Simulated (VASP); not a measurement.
# Na (P-1) in VASP: further runs

Na is run at these levels: PBE; tasks: single point.

Everything below comes from runs of VASP 6.6.1. Logs are shortened: lines on timing, memory, paths and dates and some standing lists are left out, and cuts for length are marked.

### Step 1. The cell of the first run

The typed cell holds 2 atoms: a = 3.745 Å, b = 3.745 Å, c = 6.103 Å, α = 90.00°, β = 90.00°, γ = 120.00°.

### Step 2. Single point, PBE (atoms displaced along several vibrational modes)

File INCAR:

```
PREC = Accurate
ENCUT = 520
EDIFF = 1E-6
ISMEAR = 0
SIGMA = 0.15
LREAL = False
LASPH = True
NELM = 100
ALGO = Normal
ISIF = 2
LWAVE = False
LCHARG = False
GGA = PE
NBANDS = 14
```

File KPOINTS:

```
Automatic mesh
0
Gamma
  15 15 8
```

File POSCAR:

```
Na
1.0
    3.7449956804      0.0000000000      0.0000000000
   -1.8724978402      3.2432613963      0.0000000000
    0.0000000000      0.0000000000      6.1030356778
Na
2
Direct
    0.2710368663      0.6666666667      0.2247174999
    0.7289631337      0.3333333333      0.7752825001
```

Potentials or basis: VASP PAW PBE potentials, release 64 (Na_pv).

Run with:

```console
$ cat potpaw_PBE.64/Na_pv/POTCAR > POTCAR
$ mpirun -np 1 vasp_std > vasp.out
```

OUTCAR:

```text
PREC = Accurate
   ENCUT = 520
   EDIFF = 1E-6
   ISMEAR = 0
   LREAL = False
   LASPH = True
   NELM = 100
   ISIF = 2
   GGA = PE

 ion  position               nearest neighbor table
   1  0.271  0.667  0.225-
   2  0.729  0.333  0.775-

  LATTYP: Found a hexagonal cell.
 ALAT       =     3.7449956804
 C/A-ratio  =     1.6296509258

  Lattice vectors:

 A1 = (   3.7449956804,   0.0000000000,   0.0000000000)
 A2 = (  -1.8724978402,   3.2432613963,   0.0000000000)
 A3 = (   0.0000000000,   0.0000000000,   6.1030356778)

Analysis of symmetry for initial positions (statically):
=====================================================================
 Subroutine PRICEL returns:
 Original cell was already a primitive cell.

 Routine SETGRP: Setting up the symmetry group for a
 hexagonal supercell.

 Subroutine GETGRP returns: Found  2 space group operations
 (whereof  2 operations were pure point group operations)
 out of a pool of 24 trial point group operations.

The static configuration has the point symmetry S_2 .

Analysis of symmetry for dynamics (positions and initial velocities):
=====================================================================
 Subroutine PRICEL returns:
 Original cell was already a primitive cell.

 Routine SETGRP: Setting up the symmetry group for a
 hexagonal supercell.

 Subroutine GETGRP returns: Found  2 space group operations
 (whereof  2 operations were pure point group operations)
 out of a pool of 24 trial point group operations.

The dynamic configuration has the point symmetry S_2 .

 Subroutine INISYM returns: Found  2 space group operations
 (whereof  2 operations are pure point group operations),
 and found     1 'primitive' translations

----------------------------------------------------------------------------------------

                                     Primitive cell

  volume of cell :      74.1275

  direct lattice vectors                    reciprocal lattice vectors
     3.744995680  0.000000000  0.000000000     0.267023005  0.154165804  0.000000000
    -1.872497840  3.243261396  0.000000000     0.000000000  0.308331608  0.000000000
     0.000000000  0.000000000  6.103035678     0.000000000  0.000000000  0.163852884

  length of vectors
     3.744995680  3.744995680  6.103035678     0.308331608  0.308331608  0.163852884

  position of ions in fractional coordinates (direct lattice)
     0.271036866  0.666666667  0.224717500
     0.728963134  0.333333333  0.775282500

  ion indices of the primitive-cell ions
   primitive index   ion index
                 1           1
                 2           2

----------------------------------------------------------------------------------------

 KPOINTS: Automatic mesh

Automatic generation of k-mesh.
 Grid dimensions read from file:
 generate k-points for:   15   15    8

 Generating k-lattice:

  Cartesian coordinates                     Fractional coordinates (reciprocal lattice)
     0.017801534  0.010277720  0.000000000     0.066666667  0.000000000  0.000000000
     0.000000000  0.020555441  0.000000000     0.000000000  0.066666667  0.000000000
     0.000000000  0.000000000  0.020481611     0.000000000  0.000000000  0.125000000

  Length of vectors
     0.020555441  0.020555441  0.020481611

  Shift w.r.t. Gamma in fractional coordinates (k-lattice)
     0.000000000  0.000000000  0.000000000

 Subroutine IBZKPT returns following result:
 ===========================================

 Found    901 irreducible k-points:

 Following reciprocal coordinates:
            Coordinates               Weight
  0.000000  0.000000  0.000000      1.000000
  0.066667  0.000000  0.000000      2.000000
  0.000000  0.066667  0.000000      2.000000
 -0.066667  0.066667  0.000000      2.000000
  0.133333  0.000000  0.000000      2.000000
  0.000000  0.133333  0.000000      2.000000
[... 16 lines left out ...]
  0.066667  0.066667  0.000000      2.000000
 -0.066667  0.133333  0.000000      2.000000
 [... further k-points ...]
   k-points           NKPTS =    901   k-points in BZ     NKDIM =    901   number of bands    NBANDS=     14
   number of dos      NEDOS =    301   number of ions     NIONS =      2
   total plane-waves  NPLWV =  37632
   dimension x,y,z NGX =    28 NGY =   28 NGZ =   48
   dimension x,y,z NGXF=    56 NGYF=   56 NGZF=   96
   ions per type =               2
   NGX,Y,Z   is equivalent  to a cutoff of  12.43, 12.43, 13.08 a.u.
   NGXF,Y,Z  is equivalent  to a cutoff of  24.86, 24.86, 26.15 a.u.
 SYSTEM =  unknown system
   PREC   = accura    normal or accurate (medium, high low for compatibility)
   ISTART =      0    job   : 0-new  1-cont  2-samecut
   ICHARG =      2    charge: 1-file 2-atom 10-const
   ISPIN  =      1    spin polarized calculation?
   LNONCOLLINEAR =      F non collinear calculations
   LSORBIT =      F    spin-orbit coupling
   LASPH  =      T    aspherical Exc in radial PAW
   ENCUT  =  520.0 eV  38.22 Ry    6.18 a.u.   6.96  6.96 11.35*2*pi/ulx,y,z
   NELM   =    100;   NELMIN=  2; NELMDL= -5     # of ELM steps
   EDIFF  = 0.1E-05   stopping-criterion for ELM
   LREAL  =      F    real-space projection
   EDIFFG = 0.1E-04   stopping-criterion for IOM
   NSW    =      0    number of steps for IOM
   IBRION =     -1    ionic relax: 0-MD 1-quasi-New 2-CG
   NFREE  =      0    steps in history (QN), initial steepest desc. (CG)
   ISIF   =      2    stress and relaxation
   ISYM   =      2    0-nonsym 1-usesym 2-fastsym
   POTIM  = 0.5000    time-step for ionic-motion
   TEBEG  =    0.0;   TEEND  =   0.0 temperature during run
   PSTRESS=    0.0 pullay stress
   NELECT =      14.0000    total number of electrons
   NUPDOWN=      -1.0000    fix difference up-down
   EMIN   =  10.00;   EMAX   =-10.00  energy-range for DOS
   EFERMI =   0.00;   METHOD = LEGACY
   ISMEAR =     0;   SIGMA  =   0.15  broadening in eV -4-tet -1-fermi 0-gaus
   EFERMI_NEDOS =   21; number of points for ismear=-14 and -15
   IALGO  =     38    algorithm
   IMIX   =      4    mixing-type and parameters
     AMIX     =   0.40;   BMIX     =  1.00
     AMIX_MAG =   1.60;   BMIX_MAG =  1.00
  volume/ion in A,a.u.               =      37.06       250.12
  Fermi-wavevector in a.u.,A,eV,Ry     =   0.939271  1.774966 12.003479  0.882231
  Thomas-Fermi vector in A             =   2.066567
   LORBIT       =      0    0 simple, 1 ext, 2 COOP (PROOUT), +10 PAW based schemes
   GGA     = PE    functional components
   LHFCALC =     F    Hartree Fock is set to
   AEXX    =    0.0000 exact exchange contribution
   IVDW    =     0    specifies the selected vdW correction
   LEPSILON=     F    determine dielectric tensor
   LRPA    =     F    only Hartree local field effects (RPA)
 non-spin polarized calculation
 Gauss-broadening in eV      SIGMA  =   0.15
  energy-cutoff  :      520.00
  volume of cell :       74.13
 maximum number of plane-waves:      2016
   NGX = 13   NGY = 13   NGZ = 23

 number of electron      14.0000006 magnetization

 Free energy of the ion-electron system (eV)
  ---------------------------------------------------
  ext. energy  EPLUGINS =         0.00000000
  ---------------------------------------------------
  free energy    TOTEN  =        -2.57724534 eV

  energy without entropy =       -2.56548468  energy(sigma->0) =       -2.57136501

 E-fermi :   0.3359     XC(G=0):  -6.4913

 val. band max:        0.3292062276   @ k =  -0.4000   0.4667  -0.3750
 cond. band min:       0.3434044767   @ k =  -0.2667  -0.2667   0.2500
 fundamental gap:      0.0141982491
 Fermi energy:         0.3359385637

 k-point     1 :       0.0000    0.0000    0.0000
  band No.  band energies     occupation
      1     -24.6326      2.00000
      2     -24.5953      2.00000
      3     -24.5846      2.00000
      4     -24.5835      2.00000
      5     -24.5835      2.00000
      6     -24.5831      2.00000
      7      -2.9576      2.00000
      8       0.9252      0.00000
      9       1.2961      0.00000
     10      10.2016      0.00000
     11      10.3573      0.00000
     12      10.4327      0.00000
     13      10.6852      0.00000
     14      11.0301      0.00000

 k-point     2 :       0.0667    0.0000    0.0000
  band No.  band energies     occupation
      1     -24.6321      2.00000
      2     -24.5965      2.00000
      3     -24.5855      2.00000
      4     -24.5847      2.00000
      5     -24.5834      2.00000
      6     -24.5829      2.00000
      7      -2.8918      2.00000
      8       0.9835      0.00000
      9       1.3598      0.00000
     10       9.0119      0.00000
     11       9.6840      0.00000
     12      10.0905      0.00000
     13      11.2515      0.00000
     14      11.6615      0.00000

 k-point     3 :       0.0000    0.0667    0.0000
  band No.  band energies     occupation
      1     -24.6321      2.00000
      2     -24.5962      2.00000
      3     -24.5857      2.00000
      4     -24.5843      2.00000
      5     -24.5836      2.00000
      6     -24.5832      2.00000
      7      -2.8918      2.00000
      8       0.9835      0.00000
      9       1.3600      0.00000
     10       8.9844      0.00000
     11       9.7029      0.00000
     12      10.0724      0.00000
     13      11.2905      0.00000
     14      11.6860      0.00000
[... 324 lines left out ...]
 k-point    23 :       0.0667    0.0667    0.0000
  band No.  band energies     occupation
      1     -24.6311      2.00000
      2     -24.5988      2.00000
      3     -24.5881      2.00000
      4     -24.5847      2.00000
      5     -24.5839      2.00000
      6     -24.5833      2.00000
      7      -2.7605      2.00000
      8       1.1000      0.00000
      9       1.4863      0.00000
     10       8.0630      0.00000
     11       8.6070      0.00000
     12      10.5131      0.00000
     13      10.8840      0.00000
     14      11.4494      0.00000

 k-point    24 :      -0.0667    0.1333    0.0000
  band No.  band energies     occupation
      1     -24.6315      2.00000
      2     -24.5966      2.00000
      3     -24.5876      2.00000
      4     -24.5867      2.00000
      5     -24.5842      2.00000
      6     -24.5833      2.00000
      7      -2.7605      2.00000
      8       1.1004      0.00000
      9       1.4882      0.00000
     10       8.1632      0.00000
     11       8.3343      0.00000
     12      10.6269      0.00000
     13      11.1026      0.00000
     14      11.6864      0.00000

 [... further k-points ...]

------------------------ aborting loop because EDIFF is reached ----------------------------------------

  FORCE on cell =-STRESS in cart. coord.  units (eV):
  Direction    XX          YY          ZZ          XY          YZ          ZX
  --------------------------------------------------------------------------------------
  -------------------------------------------------------------------------------------
  Total        0.0229582      0.0688328      0.2135255      0.1764580      0.0377506      0.0872242
  in kB        0.4962140      1.4877396      4.6151005      3.8139294      0.8159337      1.8852473
  external PRESSURE =       2.1996847 kB  Pullay stress =       0.0000000 kB

 VOLUME and BASIS-vectors are now :
 -----------------------------------------------------------------------------
  energy-cutoff  :      520.00
  volume of cell :       74.13
      direct lattice vectors                 reciprocal lattice vectors
     3.744995680  0.000000000  0.000000000     0.267023005  0.154165804  0.000000000
    -1.872497840  3.243261396  0.000000000     0.000000000  0.308331608  0.000000000
     0.000000000  0.000000000  6.103035678     0.000000000  0.000000000  0.163852884

 POSITION                                       TOTAL-FORCE (eV/Angst)
 -----------------------------------------------------------------------------------
     -0.23330      2.16217      1.37146         0.064818      0.027761      0.241724
      2.10580      1.08109      4.73158        -0.064818     -0.027761     -0.241724
 -----------------------------------------------------------------------------------
    total drift:                                0.000000     -0.000000      0.000000

  FREE ENERGIE OF THE ION-ELECTRON SYSTEM (eV)
  ---------------------------------------------------
  free  energy   TOTEN  =        -2.5772453373 eV

  energy  without entropy=       -2.5654846776  energy(sigma->0) =       -2.57136501
```

It took 7.1 min on 1 thread of AMD EPYC 7R13 (Zen 3), shared host; peak memory 0.69 GiB.

Results:

* Free energy: -2.5772 eV
* Pressure: 0.2 GPa
* Largest force: 0.252 eV/Å
* Band gap on the k mesh: zero (bands 7 and 8 overlap by 4.06 eV)

Forces on the atoms (eV/Å):
```
Na   0.065  0.028  0.242
Na  -0.065 -0.028 -0.242
```

Stress tensor (GPa, compression positive):
```
0.05 0.38 0.19
0.38 0.15 0.08
0.19 0.08 0.46
```

Levels at points of the mesh, in eV from the Fermi level:
| k point | band 3 | band 4 | band 5 | band 6 | band 7 | band 8 | band 9 | band 10 | band 11 | band 12 |
| --- | --- | --- | --- | --- | --- | --- | --- | --- | --- | --- |
| (0.00, 0.00, 0.00) | -24.92 | -24.92 | -24.92 | -24.92 | -3.29 | 0.59 | 0.96 | 9.87 | 10.02 | 10.10 |
| (0.00, 0.00, 0.50) | -24.93 | -24.92 | -24.92 | -24.92 | -2.44 | -2.05 | 5.52 | 5.56 | 10.43 | 10.46 |

Caveat: the cell differs from its parent crystal (atoms displaced along several vibrational modes).

### Step 3. Single point, PBE (atoms displaced along several vibrational modes)

File INCAR:

```
SYSTEM = Na
  PREC = Accurate
  ENCUT = 520
  EDIFF = 1E-6
  ISMEAR = 0
  SIGMA = 0.15
  LREAL = .FALSE.
  LASPH = .TRUE.
  NELM = 100
  ALGO = Normal
  ISIF = 2
  LWAVE = .FALSE.
  LCHARG = .FALSE.
  GGA = PE
  NBANDS = 14
```

File KPOINTS:

```
regular mesh
0
G
  15 15 8
  0 0 0
```

File POSCAR:

```
Na
1.0
    3.7449956804      0.0000000000      0.0000000000
   -1.8724978402      3.2432613963      0.0000000000
    0.0000000000      0.0000000000      6.1030356778
Na
2
Direct
    0.2710368663      0.6666666667      0.1994186146
    0.7289631337      0.3333333333      0.8005813854
```

Potentials or basis: VASP PAW PBE potentials, release 64 (Na_pv).

Run with:

```console
$ cat potpaw_PBE.64/Na_pv/POTCAR > POTCAR
$ mpirun -np 1 vasp_std > vasp.out
```

It took 8.2 min on 1 thread of AMD EPYC 7R13 (Zen 3), shared host; peak memory 0.69 GiB.

The run converged. Its results:

```
Free energy            : -2.4597 eV
Pressure               : 0.8 GPa
Largest force          : 0.541 eV/Å
Band gap on the k mesh : zero (bands 7 and 8 overlap by 3.64 eV)
```

Forces in eV/Å, atoms in the order of the input:
```
Na   0.098  0.043  0.531
Na  -0.098 -0.043 -0.531
```

Stress tensor (GPa, compression positive):
```
0.46 0.55 0.41
0.55 0.60 0.18
0.41 0.18 1.29
```

Levels at points of the mesh, in eV from the Fermi level:
```csv
k point,band 4,band 5,band 6,band 7,band 8,band 9,band 10,band 11
"(0.00, 0.00, 0.00)",-24.95,-24.95,-24.95,-3.32,0.68,0.93,9.75,9.97
"(0.00, 0.00, 0.50)",-24.95,-24.95,-24.95,-2.61,-1.86,5.52,5.56,10.19
```

Caveat: the cell differs from its parent crystal (atoms displaced along several vibrational modes).

The gap in the log of VASP goes by the Fermi energy; the results here count the filled bands.